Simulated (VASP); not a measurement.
# WC (P-6m2) in VASP: a series of runs

WC is run at these levels: PBEsol; tasks: single point.

Program: VASP 6.6.1. These are calculated values, not measurements. Logs are shortened: lines on timing, memory, paths and dates and some standing lists are left out, and cuts for length are marked.

**1. The cell of the first run**

Symmetry: P-6m2, No. 187, hexagonal system. Conventional cell: a = 2.898 Å, b = 2.898 Å, c = 2.913 Å, α = 90.00°, β = 90.00°, γ = 120.00°. W (site symmetry -6m2) has 6 C at 2.22 Å and 8 W at 2.90 to 2.91 Å within 3.0 Å. Within 3.0 Å of C (site symmetry -6m2) lie 6 W at 2.22 Å and 8 C at 2.90 to 2.91 Å.

**2. Single point, PBEsol (strain along c alone, the other axes held: +3.0 %)**

Input file INCAR:

```
SYSTEM = WC
  PREC = Accurate
  ENCUT = 910
  EDIFF = 1E-6
  ISMEAR = 0
  SIGMA = 0.1
  LREAL = .False.
  LASPH = .True.
  NELM = 120
  ALGO = Normal
  ISIF = 2
  LWAVE = .False.
  LCHARG = .True.
  GGA = PS
  LELF = .True.
  LVHAR = .True.
  NBANDS = 16
  GGA_COMPAT = .False.
```

Input file KPOINTS:

```
regular mesh
0
Gamma
  24 24 18
  0 0 0
```

Input file POSCAR:

```
WC
1.0
    2.8984787829      0.0000000000      0.0000000000
   -1.4492393914      2.5101562583      0.0000000000
    0.0000000000      0.0000000000      2.9125895608
W C
1 1
Direct
    0.0000000000      0.0000000000      0.0000000000
    0.6666666667      0.3333333333      0.5000000000
```

Potentials or basis: VASP PAW PBE potentials, release 64 (W_sv, C_h).

Command:

```
cat potpaw_PBE.64/W_sv/POTCAR potpaw_PBE.64/C_h/POTCAR > POTCAR
mpirun -np 1 vasp_std > vasp.out
```

OUTCAR:

```text
SYSTEM = WC
   PREC = Accurate
   ENCUT = 910
   EDIFF = 1E-6
   ISMEAR = 0
   LREAL = .False.
   LASPH = .True.
   NELM = 120
   ISIF = 2
   GGA = PS

 ion  position               nearest neighbor table
   1  0.000  0.000  0.000-   2 2.22   2 2.22   2 2.22   2 2.22   2 2.22   2 2.22
   2  0.667  0.333  0.500-   1 2.22   1 2.22   1 2.22   1 2.22   1 2.22   1 2.22

  LATTYP: Found a hexagonal cell.
 ALAT       =     2.8984787829
 C/A-ratio  =     1.0048683392

  Lattice vectors:

 A1 = (   2.8984787829,   0.0000000000,   0.0000000000)
 A2 = (  -1.4492393914,   2.5101562583,   0.0000000000)
 A3 = (   0.0000000000,   0.0000000000,   2.9125895608)

Analysis of symmetry for initial positions (statically):
=====================================================================
 Subroutine PRICEL returns:
 Original cell was already a primitive cell.

 Routine SETGRP: Setting up the symmetry group for a
 hexagonal supercell.

 Subroutine GETGRP returns: Found 12 space group operations
 (whereof 12 operations were pure point group operations)
 out of a pool of 24 trial point group operations.

The static configuration has the point symmetry D_3h.

Analysis of symmetry for dynamics (positions and initial velocities):
=====================================================================
 Subroutine PRICEL returns:
 Original cell was already a primitive cell.

 Routine SETGRP: Setting up the symmetry group for a
 hexagonal supercell.

 Subroutine GETGRP returns: Found 12 space group operations
 (whereof 12 operations were pure point group operations)
 out of a pool of 24 trial point group operations.

The dynamic configuration has the point symmetry D_3h.

 Subroutine INISYM returns: Found 12 space group operations
 (whereof 12 operations are pure point group operations),
 and found     1 'primitive' translations

----------------------------------------------------------------------------------------

                                     Primitive cell

  volume of cell :      21.1909

  direct lattice vectors                    reciprocal lattice vectors
     2.898478783  0.000000000  0.000000000     0.345008563  0.199190787  0.000000000
    -1.449239391  2.510156258  0.000000000     0.000000000  0.398381574  0.000000000
     0.000000000  0.000000000  2.912589561     0.000000000  0.000000000  0.343337082

  length of vectors
     2.898478783  2.898478783  2.912589561     0.398381574  0.398381574  0.343337082

  position of ions in fractional coordinates (direct lattice)
     0.000000000  0.000000000  0.000000000
     0.666666667  0.333333333  0.500000000

  ion indices of the primitive-cell ions
   primitive index   ion index
                 1           1
                 2           2

----------------------------------------------------------------------------------------

 KPOINTS: regular mesh

Automatic generation of k-mesh.
 Grid dimensions read from file:
 generate k-points for:   24   24   18

 Generating k-lattice:

  Cartesian coordinates                     Fractional coordinates (reciprocal lattice)
     0.014375357  0.008299616  0.000000000     0.041666667 -0.000000000  0.000000000
     0.000000000  0.016599232  0.000000000     0.000000000  0.041666667  0.000000000
     0.000000000  0.000000000  0.019074282     0.000000000  0.000000000  0.055555556

  Length of vectors
     0.016599232  0.016599232  0.019074282

  Shift w.r.t. Gamma in fractional coordinates (k-lattice)
     0.000000000  0.000000000  0.000000000

 Subroutine IBZKPT returns following result:
 ===========================================

 Found    610 irreducible k-points:

 Following reciprocal coordinates:
            Coordinates               Weight
  0.000000  0.000000  0.000000      1.000000
  0.041667  0.000000  0.000000      6.000000
  0.083333  0.000000  0.000000      6.000000
  0.125000  0.000000  0.000000      6.000000
  0.166667  0.000000  0.000000      6.000000
  0.208333  0.000000  0.000000      6.000000
[... 16 lines left out ...]
  0.416667  0.041667  0.000000     12.000000
  0.458333  0.041667  0.000000     12.000000
 [... further k-points ...]
   k-points           NKPTS =    610   k-points in BZ     NKDIM =    610   number of bands    NBANDS=     16
   number of dos      NEDOS =    301   number of ions     NIONS =      2
   total plane-waves  NPLWV =  27000
   dimension x,y,z NGX =    30 NGY =   30 NGZ =   30
   dimension x,y,z NGXF=    60 NGYF=   60 NGZF=   60
   ions per type =               1   1
   NGX,Y,Z   is equivalent  to a cutoff of  17.21, 17.21, 17.12 a.u.
   NGXF,Y,Z  is equivalent  to a cutoff of  34.41, 34.41, 34.25 a.u.
 SYSTEM =  WC
   PREC   = accura    normal or accurate (medium, high low for compatibility)
   ISTART =      0    job   : 0-new  1-cont  2-samecut
   ICHARG =      2    charge: 1-file 2-atom 10-const
   ISPIN  =      1    spin polarized calculation?
   LNONCOLLINEAR =      F non collinear calculations
   LSORBIT =      F    spin-orbit coupling
   LASPH  =      T    aspherical Exc in radial PAW
   ENCUT  =  910.0 eV  66.88 Ry    8.18 a.u.   7.13  7.13  7.16*2*pi/ulx,y,z
   NELM   =    120;   NELMIN=  2; NELMDL= -5     # of ELM steps
   EDIFF  = 0.1E-05   stopping-criterion for ELM
   LREAL  =      F    real-space projection
   EDIFFG = 0.1E-04   stopping-criterion for IOM
   NSW    =      0    number of steps for IOM
   IBRION =     -1    ionic relax: 0-MD 1-quasi-New 2-CG
   NFREE  =      0    steps in history (QN), initial steepest desc. (CG)
   ISIF   =      2    stress and relaxation
   ISYM   =      2    0-nonsym 1-usesym 2-fastsym
   POTIM  = 0.5000    time-step for ionic-motion
   TEBEG  =    0.0;   TEEND  =   0.0 temperature during run
   PSTRESS=    0.0 pullay stress
   NELECT =      18.0000    total number of electrons
   NUPDOWN=      -1.0000    fix difference up-down
   EMIN   =  10.00;   EMAX   =-10.00  energy-range for DOS
   EFERMI =   0.00;   METHOD = LEGACY
   ISMEAR =     0;   SIGMA  =   0.10  broadening in eV -4-tet -1-fermi 0-gaus
   EFERMI_NEDOS =   21; number of points for ismear=-14 and -15
   IALGO  =     38    algorithm
   IMIX   =      4    mixing-type and parameters
     AMIX     =   0.40;   BMIX     =  1.00
     AMIX_MAG =   1.60;   BMIX_MAG =  1.00
  volume/ion in A,a.u.               =      10.60        71.50
  Fermi-wavevector in a.u.,A,eV,Ry     =   1.550419  2.929866 32.705651  2.403798
  Thomas-Fermi vector in A             =   2.655085
   LORBIT       =      0    0 simple, 1 ext, 2 COOP (PROOUT), +10 PAW based schemes
   GGA     = PS    functional components
   LHFCALC =     F    Hartree Fock is set to
   AEXX    =    0.0000 exact exchange contribution
   IVDW    =     0    specifies the selected vdW correction
   LEPSILON=     F    determine dielectric tensor
   LRPA    =     F    only Hartree local field effects (RPA)
 non-spin polarized calculation
 Gauss-broadening in eV      SIGMA  =   0.10
  energy-cutoff  :      910.00
  volume of cell :       21.19
 maximum number of plane-waves:      1350
 NGX is ok and might be reduce to    30
   NGX = 15   NGY = 15   NGZ = 15

 number of electron      18.0000001 magnetization

 Free energy of the ion-electron system (eV)
  ---------------------------------------------------
  ext. energy  EPLUGINS =         0.00000000
  ---------------------------------------------------
  free energy    TOTEN  =       -23.85804881 eV

  energy without entropy =      -23.85679605  energy(sigma->0) =      -23.85742243

 E-fermi :  10.9284     XC(G=0): -13.8576

 val. band max:       10.9177553170   @ k =   0.4167   0.1667   0.0000
 cond. band min:      10.9332242140   @ k =   0.4583   0.0000   0.4444
 fundamental gap:      0.0154688970
 Fermi energy:        10.9284180525

 k-point     1 :       0.0000    0.0000    0.0000
  band No.  band energies     occupation
      1     -63.0302      2.00000
      2     -27.0744      2.00000
      3     -26.8791      2.00000
      4     -26.8791      2.00000
      5      -3.2950      2.00000
      6       6.6912      2.00000
[... 8 lines left out ...]
     15      24.8940      0.00000
     16      27.6907      0.00000

 k-point     2 :       0.0417    0.0000    0.0000
  band No.  band energies     occupation
      1     -63.0292      2.00000
      2     -27.0724      2.00000
      3     -26.8940      2.00000
      4     -26.8825      2.00000
      5      -3.2490      2.00000
      6       6.7190      2.00000
[... 8 lines left out ...]
     15      24.8068      0.00000
     16      27.7883      0.00000

 k-point     3 :       0.0833    0.0000    0.0000
  band No.  band energies     occupation
      1     -63.0262      2.00000
      2     -27.0667      2.00000
      3     -26.9374      2.00000
      4     -26.8923      2.00000
      5      -3.1132      2.00000
      6       6.7822      2.00000
[... 8 lines left out ...]
     15      24.6197      0.00000
     16      28.0748      0.00000

 k-point     4 :       0.1250    0.0000    0.0000
  band No.  band energies     occupation
      1     -63.0215      2.00000
      2     -27.0575      2.00000
      3     -27.0059      2.00000
      4     -26.9079      2.00000
      5      -2.8932      2.00000
      6       6.7743      2.00000
[... 8 lines left out ...]
     15      24.4544      0.00000
     16      28.5319      0.00000

 k-point     5 :       0.1667    0.0000    0.0000
  band No.  band energies     occupation
      1     -63.0152      2.00000
      2     -27.0941      2.00000
      3     -27.0456      2.00000
      4     -26.9282      2.00000
      5      -2.5986      2.00000
      6       6.5218      2.00000
[... 8 lines left out ...]
     15      24.4012      0.00000
     16      29.0447      0.00000

 k-point     6 :       0.2083    0.0000    0.0000
  band No.  band energies     occupation
      1     -63.0080      2.00000
      2     -27.1954      2.00000
      3     -27.0316      2.00000
      4     -26.9517      2.00000
      5      -2.2419      2.00000
      6       6.1197      2.00000
[... 8 lines left out ...]
     15      24.5325      0.00000
     16      28.7140      0.00000

 k-point     7 :       0.2500    0.0000    0.0000
  band No.  band energies     occupation
      1     -63.0002      2.00000
      2     -27.3026      2.00000
      3     -27.0166      2.00000
      4     -26.9768      2.00000
      5      -1.8384      2.00000
      6       5.6878      2.00000
[... 8 lines left out ...]
     15      24.8919      0.00000
     16      28.6004      0.00000

 k-point     8 :       0.2917    0.0000    0.0000
  band No.  band energies     occupation
      1     -62.9925      2.00000
      2     -27.4081      2.00000
      3     -27.0018      2.00000
      4     -27.0016      2.00000
      5      -1.4072      2.00000
      6       5.2713      2.00000
[... 8 lines left out ...]
     15      25.4202      0.00000
     16      28.3563      0.00000

 k-point     9 :       0.3333    0.0000    0.0000
  band No.  band energies     occupation
      1     -62.9852      2.00000
      2     -27.5051      2.00000
      3     -27.0249      2.00000
      4     -26.9875      2.00000
      5      -0.9713      2.00000
      6       4.8917      2.00000
[... 8 lines left out ...]
     15      25.7573      0.00000
     16      27.6359      0.00000
[... 172 lines left out ...]
 k-point    19 :       0.2500    0.0417    0.0000
  band No.  band energies     occupation
      1     -62.9959      2.00000
      2     -27.3580      2.00000
      3     -27.0081      2.00000
      4     -26.9957      2.00000
      5      -1.5969      2.00000
      6       5.4653      2.00000
[... 8 lines left out ...]
     15      25.1634      0.00000
     16      28.6081      0.00000

 k-point    20 :       0.2917    0.0417    0.0000
  band No.  band energies     occupation
      1     -62.9883      2.00000
      2     -27.4582      2.00000
      3     -27.0208      2.00000
      4     -26.9936      2.00000
      5      -1.1610      2.00000
      6       5.0721      2.00000
[... 8 lines left out ...]
     15      25.6790      0.00000
     16      27.9022      0.00000

 k-point    21 :       0.3333    0.0417    0.0000
  band No.  band energies     occupation
      1     -62.9816      2.00000
      2     -27.5469      2.00000
      3     -27.0432      2.00000
      4     -26.9805      2.00000
      5      -0.7340      2.00000
      6       4.7224      2.00000
[... 8 lines left out ...]
     15      25.6333      0.00000
     16      27.5835      0.00000

 k-point    22 :       0.3750    0.0417    0.0000
  band No.  band energies     occupation
      1     -62.9761      2.00000
      2     -27.6185      2.00000
      3     -27.0615      2.00000
      4     -26.9698      2.00000
      5      -0.3496      2.00000
      6       4.4302      2.00000
[... 8 lines left out ...]
     15      24.8481      0.00000
     16      28.0586      0.00000

 k-point    23 :       0.4167    0.0417    0.0000
  band No.  band energies     occupation
      1     -62.9722      2.00000
      2     -27.6687      2.00000
      3     -27.0743      2.00000
      4     -26.9622      2.00000
      5      -0.0504      2.00000
      6       4.2131      2.00000
[... 8 lines left out ...]
     15      24.0758      0.00000
     16      28.6078      0.00000

 k-point    24 :       0.4583    0.0417    0.0000
  band No.  band energies     occupation
      1     -62.9702      2.00000
      2     -27.6946      2.00000
      3     -27.0810      2.00000
      4     -26.9582      2.00000
      5       0.1165      2.00000
      6       4.0947      2.00000
[... 8 lines left out ...]
     15      23.6331      0.00000
     16      28.9335      0.00000

 [... further k-points ...]
[... 5 lines left out ...]
  --------------------------------------------------------------------------------------
  -------------------------------------------------------------------------------------
  Total       -0.5472413     -0.5472413     -3.4317612     -0.0000000      0.0000000      0.0000000
  in kB      -41.3751239    -41.3751239   -259.4642151     -0.0000000      0.0000000      0.0000000
  external PRESSURE =    -114.0714876 kB  Pullay stress =       0.0000000 kB

 VOLUME and BASIS-vectors are now :
 -----------------------------------------------------------------------------
  energy-cutoff  :      910.00
  volume of cell :       21.19
      direct lattice vectors                 reciprocal lattice vectors
     2.898478783  0.000000000  0.000000000     0.345008563  0.199190787  0.000000000
    -1.449239391  2.510156258  0.000000000     0.000000000  0.398381574  0.000000000
     0.000000000  0.000000000  2.912589561     0.000000000  0.000000000  0.343337082

 POSITION                                       TOTAL-FORCE (eV/Angst)
 -----------------------------------------------------------------------------------
      0.00000      0.00000      0.00000         0.000000      0.000000      0.000000
      1.44924      0.83672      1.45629         0.000000      0.000000      0.000000
 -----------------------------------------------------------------------------------
    total drift:                               -0.000000      0.000000      0.000000

  FREE ENERGIE OF THE ION-ELECTRON SYSTEM (eV)
  ---------------------------------------------------
  free  energy   TOTEN  =       -23.8580488074 eV

  energy  without entropy=      -23.8567960508  energy(sigma->0) =      -23.85742243
```

Run time: 5 min. Hardware: 1 thread of AMD EPYC 7R43 (Zen 3), shared host; peak memory 0.53 GiB.

Results:

```
Free energy            : -23.8580 eV
Pressure               : -11.4 GPa
Band gap on the k mesh : zero (bands 9 and 10 overlap by 1.13 eV)
```

Stress tensor (GPa, compression positive):
```
 -4.14   0.00   0.00
  0.00  -4.14   0.00
  0.00   0.00 -25.95
```

Caveat: the cell differs from its parent crystal (strain along c alone, the other axes held: +3.0 %); the cutoff is under 1.25 times the usual one of these potentials, so pressure, stress and relaxed cells hold a basis-set (Pulay) error; the cell stands under tension; the PAW data sets were made with another functional, which shifts forces and pressure a little; spin-orbit coupling is left out, which moves the levels of the heavy elements.

**3. Single point, PBEsol (strain along c alone, the other axes held: +4.5 %)**

Input file INCAR:

```
PREC = Accurate
ENCUT = 910
EDIFF = 1E-6
ISMEAR = 0
SIGMA = 0.1
LREAL = F
LASPH = T
NELM = 120
ALGO = Normal
ISIF = 2
LWAVE = F
LCHARG = F
GGA = PS
NBANDS = 16
GGA_COMPAT = F
```

Input file KPOINTS:

```
regular mesh
0
Gamma
  24 24 18
```

Edit POSCAR of step 2 so:

```diff
@@ -4,3 +4,3 @@
    -1.4492393914      2.5101562583      0.0000000000
-    0.0000000000      0.0000000000      2.9125895608
+    0.0000000000      0.0000000000      2.9550059137
 W C
```

Potentials or basis: VASP PAW PBE potentials, release 64 (W_sv, C_h).

Command:

```
cat potpaw_PBE.64/W_sv/POTCAR potpaw_PBE.64/C_h/POTCAR > POTCAR
mpirun -np 1 vasp_std > vasp.out
```

Run time: 5 min. Hardware: 1 thread of AMD EPYC 7R43 (Zen 3), shared host; peak memory 0.53 GiB.

Results (log left out):

| Item | Value |
| --- | --- |
| Free energy | -23.7969 eV |
| Pressure | -16.7 GPa |
| Band gap on the k mesh | zero (bands 9 and 10 overlap by 1.09 eV) |

Stress tensor (GPa, compression positive):
```
 -6.21   0.00   0.00
  0.00  -6.21   0.00
  0.00   0.00 -37.65
```

Levels at points of the mesh, in eV from the Fermi level:
```csv
k point,band 7,band 8,band 9,band 10,band 11,band 12
"(0.00, 0.00, 0.00)",-2.85,-2.85,-0.27,3.04,3.04,5.33
"(0.50, 0.00, 0.00)",-3.87,-3.41,-0.10,2.10,4.63,5.13
"(0.00, 0.00, 0.50)",-1.47,-1.47,-0.55,-0.55,2.80,4.67
"(0.50, 0.00, 0.50)",-4.17,-3.78,0.17,4.51,4.76,6.33
```

Caveat: the cell differs from its parent crystal (strain along c alone, the other axes held: +4.5 %); the cutoff is under 1.25 times the usual one of these potentials, so pressure, stress and relaxed cells hold a basis-set (Pulay) error; the cell stands under tension; the PAW data sets were made with another functional, which shifts forces and pressure a little; spin-orbit coupling is left out, which moves the levels of the heavy elements.

**4. Single point, PBEsol (strain along c alone, the other axes held: -1.5 %)**

Input file INCAR:

```
ALGO = Normal ; EDIFF = 1E-6
ENCUT = 910 ; GGA = PS
GGA_COMPAT = False ; ISIF = 2
ISMEAR = 0 ; LASPH = True
LCHARG = False ; LREAL = False
LWAVE = False ; NBANDS = 16
NELM = 120 ; PREC = Accurate
SIGMA = 0.1
```

Input file KPOINTS:

```
k-points
0
Gamma
  24 24 18
```

Edit POSCAR of step 3 so:

```diff
@@ -4,3 +4,3 @@
    -1.4492393914      2.5101562583      0.0000000000
-    0.0000000000      0.0000000000      2.9550059137
+    0.0000000000      0.0000000000      2.7853405023
 W C
```

Command:

```
cat potpaw_PBE.64/W_sv/POTCAR potpaw_PBE.64/C_h/POTCAR > POTCAR
mpirun -np 1 vasp_std > vasp.out
```

Wall time 2.4 min (1 thread of Intel Xeon 6975P-C (Granite Rapids), shared host); peak memory 0.54 GiB.

It converged, with:

```yaml
Free_energy: -23.8896 eV
Pressure: 8.4 GPa
Band_gap_on_the_k_mesh: zero (bands 9 and 10 overlap by 1.39 eV)
```

Stress tensor (GPa, compression positive):
```
 4.24  0.00  0.00
 0.00  4.24  0.00
 0.00  0.00 16.77
```

Levels at points of the mesh, in eV from the Fermi level:
```tsv
k point	band 5	band 6	band 7	band 8	band 9	band 10	band 11	band 12	band 13	band 14
(0.00, 0.00, 0.00)	-14.63	-4.46	-3.55	-3.55	0.27	3.36	3.36	5.84	5.84	6.41
(0.50, 0.00, 0.00)	-11.23	-7.19	-3.72	-3.55	-0.56	2.47	4.57	4.88	7.09	10.01
(0.00, 0.00, 0.50)	-10.32	-8.81	-2.24	-2.24	-0.62	-0.62	4.07	4.50	4.50	10.17
(0.50, 0.00, 0.50)	-11.44	-6.62	-4.57	-4.20	0.36	4.49	5.60	6.87	9.45	10.52
```

Caveat: the cell differs from its parent crystal (strain along c alone, the other axes held: -1.5 %); the cutoff is under 1.25 times the usual one of these potentials, so pressure, stress and relaxed cells hold a basis-set (Pulay) error; the cell stands under pressure; the PAW data sets were made with another functional, which shifts forces and pressure a little; spin-orbit coupling is left out, which moves the levels of the heavy elements.

(Continued in part 2 of 2.)
